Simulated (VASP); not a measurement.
# GaSb in VASP: notebook

GaSb is run at these levels: PBEsol; tasks: single point.

Everything below comes from runs of VASP 6.6.1. Logs are shortened: lines on timing, memory, paths and dates and some standing lists are left out, and cuts for length are marked.

**1. The cell of the first run**

The cell holds a slab with vacuum, 8 atoms: a = 4.321 Å, b = 6.111 Å, c = 23.482 Å, α = 90.00°, β = 90.00°, γ = 90.00°.

**2. Single point, PBEsol**

Contents of INCAR:

```
PREC = Accurate
ENCUT = 520
EDIFF = 1E-6
ISMEAR = 0
SIGMA = 0.1
LREAL = F
LASPH = T
NELM = 60
ALGO = Normal
ISIF = 2
LWAVE = F
LCHARG = F
LDIPOL = T
IDIPOL = 3
DIPOL = 0.5 0.5 0.500
GGA = PS
NBANDS = 46
```

Contents of KPOINTS:

```
regular mesh
0
Gamma
  7 5 1
```

Contents of POSCAR:

```
GaSb
1.0
    4.3212908977      0.0000000000      0.0000000000
    0.0000000000      6.1112281945      0.0000000000
    0.0000000000      0.0000000000     23.4819363465
Ga Sb
4 4
Direct
    0.5000000000      0.5000000000      0.3619803697
    0.0000000000      0.0000000000      0.4539934566
    0.5000000000      0.5081490308      0.5513692823
    0.0000000000     -0.0599794130      0.6187945652
    0.0000000000      0.2500000000      0.3619803697
    0.5000000000      0.7500000000      0.4539934566
    0.0000000000      0.2596050570      0.5452951364
    0.5000000000      0.7257251537      0.6492624412
```

Potentials or basis: VASP PAW PBE potentials, release 64 (Ga_d, Sb).

On the command line:

```bash
$ cat potpaw_PBE.64/Ga_d/POTCAR potpaw_PBE.64/Sb/POTCAR > POTCAR
$ mpirun -np 1 vasp_std > vasp.out
```

OUTCAR:

```text
PREC = Accurate
   ENCUT = 520
   EDIFF = 1E-6
   ISMEAR = 0
   LREAL = F
   LASPH = T
   NELM = 60
   ISIF = 2
   GGA = PS

 ion  position               nearest neighbor table
   1  0.500  0.500  0.362-   5 2.65   5 2.65   6 2.65
   2  0.000  0.000  0.454-   6 2.65   6 2.65   5 2.65   7 2.67
   3  0.500  0.508  0.551-   7 2.64   7 2.64   8 2.66   6 2.72
   4  0.000  0.940  0.619-   7 2.61   8 2.63   8 2.63
   5  0.000  0.250  0.362-   1 2.65   1 2.65   2 2.65
   6  0.500  0.750  0.454-   2 2.65   2 2.65   1 2.65   3 2.72
   7  0.000  0.260  0.545-   4 2.61   3 2.64   3 2.64   2 2.67
   8  0.500  0.726  0.649-   4 2.63   4 2.63   3 2.66

  LATTYP: Found a simple orthorhombic cell.
 ALAT       =     4.3212908977
 B/A-ratio  =     1.4142135624
 C/A-ratio  =     5.4340096287

  Lattice vectors:

 A1 = (   4.3212908977,   0.0000000000,   0.0000000000)
 A2 = (   0.0000000000,   6.1112281945,   0.0000000000)
 A3 = (   0.0000000000,   0.0000000000,  23.4819363465)

Analysis of symmetry for initial positions (statically):
=====================================================================
 Subroutine PRICEL returns:
 Original cell was already a primitive cell.

 Routine SETGRP: Setting up the symmetry group for a
 simple orthorhombic supercell.

 Subroutine GETGRP returns: Found  2 space group operations
 (whereof  2 operations were pure point group operations)
 out of a pool of  8 trial point group operations.

The static configuration has the point symmetry C_1h.

Analysis of symmetry for dynamics (positions and initial velocities):
=====================================================================
 Subroutine PRICEL returns:
 Original cell was already a primitive cell.

 Routine SETGRP: Setting up the symmetry group for a
 simple orthorhombic supercell.

 Subroutine GETGRP returns: Found  2 space group operations
 (whereof  2 operations were pure point group operations)
 out of a pool of  8 trial point group operations.

The dynamic configuration has the point symmetry C_1h.

 Subroutine INISYM returns: Found  2 space group operations
 (whereof  2 operations are pure point group operations),
 and found     1 'primitive' translations

----------------------------------------------------------------------------------------

                                     Primitive cell

  volume of cell :     620.1202

  direct lattice vectors                    reciprocal lattice vectors
     4.321290898  0.000000000  0.000000000     0.231412331  0.000000000  0.000000000
     0.000000000  6.111228194  0.000000000     0.000000000  0.163633229  0.000000000
     0.000000000  0.000000000 23.481936346     0.000000000  0.000000000  0.042585926

  length of vectors
     4.321290898  6.111228194 23.481936346     0.231412331  0.163633229  0.042585926

  position of ions in fractional coordinates (direct lattice)
     0.500000000  0.500000000  0.361980370
     0.000000000  0.000000000  0.453993457
     0.500000000  0.508149031  0.551369282
     0.000000000  0.940020587  0.618794565
     0.000000000  0.250000000  0.361980370
     0.500000000  0.750000000  0.453993457
     0.000000000  0.259605057  0.545295136
     0.500000000  0.725725154  0.649262441

  ion indices of the primitive-cell ions
   primitive index   ion index
                 1           1
                 2           2
                 3           3
                 4           4
                 5           5
                 6           6
                 7           7
                 8           8

----------------------------------------------------------------------------------------

 KPOINTS: regular mesh

Automatic generation of k-mesh.
 Grid dimensions read from file:
 generate k-points for:    7    5    1

 Generating k-lattice:

  Cartesian coordinates                     Fractional coordinates (reciprocal lattice)
     0.033058904  0.000000000  0.000000000     0.142857143  0.000000000  0.000000000
     0.000000000  0.032726646  0.000000000     0.000000000  0.200000000  0.000000000
     0.000000000  0.000000000  0.042585926     0.000000000  0.000000000  1.000000000

  Length of vectors
     0.033058904  0.032726646  0.042585926

  Shift w.r.t. Gamma in fractional coordinates (k-lattice)
     0.000000000  0.000000000  0.000000000

 Subroutine IBZKPT returns following result:
 ===========================================

 Found     12 irreducible k-points:

 Following reciprocal coordinates:
            Coordinates               Weight
  0.000000  0.000000  0.000000      1.000000
  0.142857  0.000000  0.000000      2.000000
  0.285714  0.000000  0.000000      2.000000
  0.428571  0.000000  0.000000      2.000000
  0.000000  0.200000  0.000000      2.000000
  0.142857  0.200000  0.000000      4.000000
  0.285714  0.200000  0.000000      4.000000
  0.428571  0.200000  0.000000      4.000000
  0.000000  0.400000  0.000000      2.000000
  0.142857  0.400000  0.000000      4.000000
[... 37 lines left out ...]
   IALGO  =     38    algorithm
   IMIX   =      4    mixing-type and parameters
     AMIX     =   0.40;   BMIX     =  1.00
     AMIX_MAG =   1.60;   BMIX_MAG =  1.00
  volume/ion in A,a.u.               =      77.52       523.10
  Fermi-wavevector in a.u.,A,eV,Ry     =   0.798657  1.509243  8.678519  0.637853
  Thomas-Fermi vector in A             =   1.905610
   LORBIT       =      0    0 simple, 1 ext, 2 COOP (PROOUT), +10 PAW based schemes
   GGA     = PS    functional components
   LHFCALC =     F    Hartree Fock is set to
   AEXX    =    0.0000 exact exchange contribution
   IVDW    =     0    specifies the selected vdW correction
   LEPSILON=     F    determine dielectric tensor
   LRPA    =     F    only Hartree local field effects (RPA)
 non-spin polarized calculation
 Gauss-broadening in eV      SIGMA  =   0.10
  energy-cutoff  :      520.00
  volume of cell :      620.12
 maximum number of plane-waves:     16768
   NGX = 17   NGY = 23   NGZ = 87

 dipolmoment           0.000000      0.000000      0.000005 electrons x Angstroem

 number of electron      72.0000063 magnetization

 dipolmoment           0.000000      0.000000     -0.022057 electrons x Angstroem

 Free energy of the ion-electron system (eV)
  ---------------------------------------------------
  ext. energy  EPLUGINS =         0.00000000
  ---------------------------------------------------
  free energy    TOTEN  =       -30.10192453 eV

  energy without entropy =      -30.10038961  energy(sigma->0) =      -30.10115707

 E-fermi :  -1.0949     XC(G=0):  -4.0295

 val. band max:       -1.1884870436   @ k =   0.0000   0.0000   0.0000
 cond. band min:      -0.9741940233   @ k =   0.0000   0.4000   0.0000
 fundamental gap:      0.2142930203
 Fermi energy:        -1.0949166515

 k-point     1 :       0.0000    0.0000    0.0000
  band No.  band energies     occupation
      1     -16.2687      2.00000
      2     -16.2151      2.00000
      3     -16.1911      2.00000
      4     -16.1796      2.00000
      5     -16.1792      2.00000
      6     -16.1520      2.00000
[... 38 lines left out ...]
     45       2.5422      0.00000
     46       2.8830      0.00000

 k-point     2 :       0.1429    0.0000    0.0000
  band No.  band energies     occupation
      1     -16.2672      2.00000
      2     -16.2148      2.00000
      3     -16.1902      2.00000
      4     -16.1810      2.00000
      5     -16.1783      2.00000
      6     -16.1516      2.00000
[... 38 lines left out ...]
     45       2.4216      0.00000
     46       2.9229      0.00000

 k-point     3 :       0.2857    0.0000    0.0000
  band No.  band energies     occupation
      1     -16.2641      2.00000
      2     -16.2140      2.00000
      3     -16.1886      2.00000
      4     -16.1839      2.00000
      5     -16.1760      2.00000
      6     -16.1551      2.00000
[... 430 lines left out ...]
     45       3.3436      0.00000
     46       3.4898      0.00000

 k-point    12 :       0.4286    0.4000    0.0000
  band No.  band energies     occupation
      1     -16.2603      2.00000
      2     -16.2122      2.00000
      3     -16.1874      2.00000
      4     -16.1861      2.00000
      5     -16.1730      2.00000
      6     -16.1579      2.00000
[... 38 lines left out ...]
     45       3.1296      0.00000
     46       3.4172      0.00000

------------------------ aborting loop because EDIFF is reached ----------------------------------------

 vacuum level on the upper side and lower side of the slab       (xc-potential included)        -0.186        -0.036

  FORCE on cell =-STRESS in cart. coord.  units (eV):
  Direction    XX          YY          ZZ          XY          YZ          ZX
  --------------------------------------------------------------------------------------
  -------------------------------------------------------------------------------------
  Total       -1.2063309     -0.9177626      0.3108404      0.0000000      1.3313033      0.0000000
  in kB       -3.1167440     -2.3711828      0.8031046      0.0000000      3.4396296      0.0000000
  external PRESSURE =      -1.5616074 kB  Pullay stress =       0.0000000 kB

 VOLUME and BASIS-vectors are now :
 -----------------------------------------------------------------------------
  energy-cutoff  :      520.00
  volume of cell :      620.12
      direct lattice vectors                 reciprocal lattice vectors
     4.321290898  0.000000000  0.000000000     0.231412331  0.000000000  0.000000000
     0.000000000  6.111228194  0.000000000     0.000000000  0.163633229  0.000000000
     0.000000000  0.000000000 23.481936346     0.000000000  0.000000000  0.042585926

 POSITION                                       TOTAL-FORCE (eV/Angst)
 -----------------------------------------------------------------------------------
      2.16065      3.05561      8.50000         0.000000     -0.681014      1.035518
      0.00000      0.00000     10.66065         0.000000      0.291390      0.245167
      2.16065      3.10541     12.94722         0.000000     -0.012102     -0.010138
      0.00000      5.74468     14.53049         0.000000      0.025315     -0.009035
      0.00000      1.52781      8.50000         0.000000      0.048142     -1.123289
      2.16065      4.58342     10.66065         0.000000      0.354897     -0.185657
      0.00000      1.58651     12.80459         0.000000     -0.005222      0.014425
      2.16065      4.43507     15.24594         0.000000     -0.021406      0.033009
 -----------------------------------------------------------------------------------
    total drift:                                0.000000     -0.000665     -0.000090

  FREE ENERGIE OF THE ION-ELECTRON SYSTEM (eV)
  ---------------------------------------------------
  free  energy   TOTEN  =       -30.1019245343 eV

  energy  without entropy=      -30.1003896096  energy(sigma->0) =      -30.10115707

 vacuum level on the upper side and lower side of the slab         3.225         3.379
```

It took 6.7 min on 1 thread of Intel Xeon Platinum 8488C (Sapphire Rapids), shared host; peak memory 0.72 GiB.

What came out:

```
Free energy            : -30.1019 eV
Largest force          : 1.239 eV/Å
Band gap on the k mesh : 0.21 eV (least direct gap 0.51 eV)
```

Forces on the atoms (eV/Å):
```
Ga   0.000 -0.681  1.036
Ga   0.000  0.291  0.245
Ga   0.000 -0.012 -0.010
Ga   0.000  0.025 -0.009
Sb   0.000  0.048 -1.123
Sb   0.000  0.355 -0.186
Sb   0.000 -0.005  0.014
Sb   0.000 -0.021  0.033
```

Levels at points of the mesh, in eV from the valence-band top:
```csv
k point,band 32,band 33,band 34,band 35,band 36,band 37,band 38,band 39,band 40,band 41
"(0.00, 0.00, 0.00)",-1.41,-1.12,-0.50,-0.42,0.00,0.51,1.17,1.62,1.81,2.32
```

Caveat: semilocal functionals underestimate gaps, and a narrow one can read as zero; the PAW data sets were made with another functional, which shifts forces and pressure a little; spin-orbit coupling is left out, which moves the levels of the heavy elements.

**3. Single point, PBEsol**

This run uses another cell than the first one: it holds 18 atoms, not 8.

Contents of INCAR:

```
SYSTEM = GaSb
PREC = Accurate ; ENCUT = 520
EDIFF = 1E-6 ; ISMEAR = 0
SIGMA = 0.1 ; LREAL = Auto
LASPH = .True. ; NELM = 80
ALGO = Fast ; ISIF = 2
LWAVE = .False. ; LCHARG = .True.
LDIPOL = .True. ; IDIPOL = 3
DIPOL = 0.5 0.5 0.500 ; GGA = PS
LELF = .True. ; LVHAR = .True.
LVACPOTAV = .True. ; NBANDS = 96
```

Contents of KPOINTS:

```
Automatic mesh
0
Gamma
  8 4 1
  0 0 0
```

Contents of POSCAR:

```
GaSb
1.0
    4.3212908972      0.0000000000      0.0000000000
    0.0000000000     10.5849577283      0.0000000000
    0.0000000000      0.0000000000     24.9795938510
Ga Sb
9 9
Direct
    0.5000000000      0.6044645905      0.3399638551
    0.0000000000      0.3345576618      0.3459501452
    0.5000000000      0.0404656335      0.3941322330
    0.0000000000      0.6748442179      0.4555983237
    0.5000000000      0.3454671164      0.4980484931
    0.0000000000      0.0060689038      0.5477627329
    0.5000000000      0.6937071905      0.6119195977
    0.0000000000      0.3136008234      0.6232073321
    0.5000000000     -0.0509886778      0.6808189636
    0.5000000000      0.4050976267      0.2864004342
    0.0000000000      0.0846807274      0.3367076536
    0.5000000000      0.7808889693      0.4103775446
    0.0000000000      0.4253052767      0.4466053666
    0.5000000000      0.0942552746      0.4991823256
    0.0000000000      0.7562405533      0.5558233234
    0.5000000000      0.4383318094      0.5991755288
    0.0000000000      0.0772249493      0.6522829477
    0.5000000000      0.7257873532      0.7160431991
```

Potentials or basis: VASP PAW PBE potentials, release 64 (Ga_d, Sb).

On the command line:

```bash
$ cat potpaw_PBE.64/Ga_d/POTCAR potpaw_PBE.64/Sb/POTCAR > POTCAR
$ mpirun -np 1 vasp_std > vasp.out
```

Run time: 73 min. Hardware: 1 thread of Oxide Virtual Turin-like, shared host; peak memory 1.5 GiB.

The run converged. Its results:

```
Free energy            : -68.7068 eV
Largest force          : 0.045 eV/Å
Band gap on the k mesh : zero (bands 81 and 82 overlap by 0.15 eV)
```

Forces in eV/Å, atoms in the order of the input:
```
Ga   0.000  0.002 -0.005
Ga   0.000  0.010  0.015
Ga   0.000 -0.016  0.019
Ga   0.000 -0.007  0.004
Ga   0.000  0.008  0.002
Ga   0.000 -0.009 -0.004
Ga   0.000 -0.008 -0.007
Ga   0.000  0.008  0.005
Ga   0.000  0.020 -0.005
Sb   0.000 -0.016 -0.039
Sb   0.000 -0.017 -0.030
Sb   0.000  0.039  0.004
Sb   0.000 -0.004  0.001
Sb   0.000  0.005  0.002
Sb   0.000 -0.001 -0.017
Sb   0.000  0.019  0.009
Sb   0.000 -0.006  0.012
Sb   0.000 -0.027  0.036
```

Levels at points of the mesh, in eV from the Fermi level:
| k point | band 77 | band 78 | band 79 | band 80 | band 81 | band 82 | band 83 | band 84 | band 85 | band 86 |
| --- | --- | --- | --- | --- | --- | --- | --- | --- | --- | --- |
| (0.00, 0.00, 0.00) | -1.32 | -1.30 | -0.84 | -0.80 | -0.02 | 0.05 | 0.22 | 0.41 | 0.54 | 0.56 |
| (0.50, 0.00, 0.00) | -2.02 | -1.87 | -1.74 | -1.47 | -1.22 | -0.11 | 0.23 | 0.28 | 0.51 | 0.65 |
| (0.00, 0.50, 0.00) | -1.21 | -1.12 | -1.05 | -0.77 | -0.39 | 0.15 | 0.27 | 0.53 | 0.58 | 0.58 |
| (0.50, 0.50, 0.00) | -1.90 | -1.82 | -1.75 | -1.56 | -1.23 | 0.01 | 0.13 | 0.19 | 0.87 | 0.92 |

Caveat: the PAW data sets were made with another functional, which shifts forces and pressure a little; spin-orbit coupling is left out, which moves the levels of the heavy elements.

**4. Single point, PBEsol**

This run uses another cell than the first one: it holds 12 atoms, not 8.

Contents of INCAR:

```
SYSTEM = GaSb
PREC     = Accurate       ! precision mode
ENCUT    = 520            ! plane-wave cutoff, eV
EDIFF    = 1E-6           ! SCF threshold, eV
ISMEAR   = 0              ! smearing method
SIGMA    = 0.1            ! smearing width, eV
LREAL    = .False.        ! projectors in reciprocal space
LASPH    = .True.         ! aspherical terms in the spheres
NELM     = 60             ! most SCF steps
ALGO     = Fast           ! electronic algorithm
ISIF     = 2              ! what is computed and relaxed
LWAVE    = .False.        ! write WAVECAR
LCHARG   = .False.        ! write CHGCAR
LDIPOL   = .True.       
IDIPOL   = 3            
DIPOL    = 0.5 0.5 0.501
GGA      = PS             ! functional
NBANDS   = 66             ! bands
```

Contents of KPOINTS:

```
Automatic mesh
0
Gamma
  5 9 1
  0 0 0
```

Contents of POSCAR:

```
GaSb
1.0
    8.6425817921      0.0000000000      0.0000000000
   -2.1606454480      3.7423476931      0.0000000000
    0.0000000000      0.0000000000     22.9387182941
Sb Ga
6 6
Direct
    0.5000000000      0.0000000000      0.3269581109
    0.0000000000      0.0000000000      0.3269581109
    0.6664340942      0.6662621432      0.4839207887
    0.1708808111      0.6706697549      0.4830381888
    0.8529505974      0.3523745578      0.6377024542
    0.3113112134      0.3107611054      0.6420856909
    0.1666666667      0.6666666667      0.3654118640
    0.6666666667      0.6666666667      0.3654118640
    0.3327135673      0.3324764820      0.5230206506
    0.8377145527      0.3375613996      0.5189637275
    0.5076366839      0.0070414565      0.6512855744
   -0.0184926466     -0.0189644055      0.6919809549
```

Potentials or basis: VASP PAW PBE potentials, release 64 (Sb, Ga_d).

On the command line:

```bash
$ cat potpaw_PBE.64/Sb/POTCAR potpaw_PBE.64/Ga_d/POTCAR > POTCAR
$ mpirun -np 1 vasp_std > vasp.out
```

Run time: 61 min. Hardware: 1 thread of Oxide Virtual Turin-like, shared host; peak memory 1.2 GiB.

The run converged. Its results:

| Quantity | Value |
| --- | --- |
| Free energy | -45.6444 eV |
| Largest force | 0.070 eV/Å |
| Band gap on the k mesh | zero (bands 54 and 55 overlap by 0.33 eV) |

Forces on the atoms (eV/Å):
```
Sb   0.003  0.004 -0.070
Sb  -0.001  0.002 -0.051
Sb  -0.003 -0.001 -0.005
Sb   0.003  0.001 -0.004
Sb   0.011  0.010  0.001
Sb  -0.014 -0.009  0.006
Ga   0.004  0.000  0.043
Ga  -0.007 -0.006  0.059
Ga   0.002  0.001 -0.001
Ga   0.001  0.000  0.004
Ga  -0.003  0.000  0.007
Ga   0.005 -0.001  0.011
```

Levels at points of the mesh, in eV from the Fermi level:
| k point | band 51 | band 52 | band 53 | band 54 | band 55 | band 56 | band 57 | band 58 |
| --- | --- | --- | --- | --- | --- | --- | --- | --- |
| (0.00, 0.00, 0.00) | -0.43 | -0.39 | -0.05 | 0.26 | 0.27 | 0.41 | 0.87 | 1.11 |

Caveat: the PAW data sets were made with another functional, which shifts forces and pressure a little; spin-orbit coupling is left out, which moves the levels of the heavy elements.

**5. Summary**

| potentials or basis | cell | k mesh | gap on the mesh (eV) | largest force (eV/Å) |
| --- | --- | --- | --- | --- |
| VASP PAW PBE potentials, release 64 (Ga_d, Sb) | a = 4.321, b = 6.111, c = 23.482 Å, 8 atoms, atomic positions A | 7 × 5 × 1 | 0.21 | 1.24 |
| VASP PAW PBE potentials, release 64 (Ga_d, Sb) | a = 4.321, b = 10.585, c = 24.980 Å, 18 atoms, atomic positions B | 8 × 4 × 1 | none | 0.05 |
| VASP PAW PBE potentials, release 64 (Sb, Ga_d) | a = 8.643, b = 4.321, c = 22.939 Å, angles 90.0, 90.0, 120.0°, 12 atoms, atomic positions C | 5 × 9 × 1 | none | 0.07 |

Alike in all rows: task single point; level PBEsol; no spin polarisation; cutoff (eV) 520; smearing gaussian 0.1 eV.

Caveats: the PAW data sets were made with another functional, which shifts forces and pressure a little; spin-orbit coupling is left out, which moves the levels of the heavy elements; semilocal functionals underestimate gaps, and a narrow one can read as zero (at least some runs).

Absolute energies hang on the potentials; compare differences alone.

The gap in the log of VASP goes by the Fermi energy; the results here count the filled bands.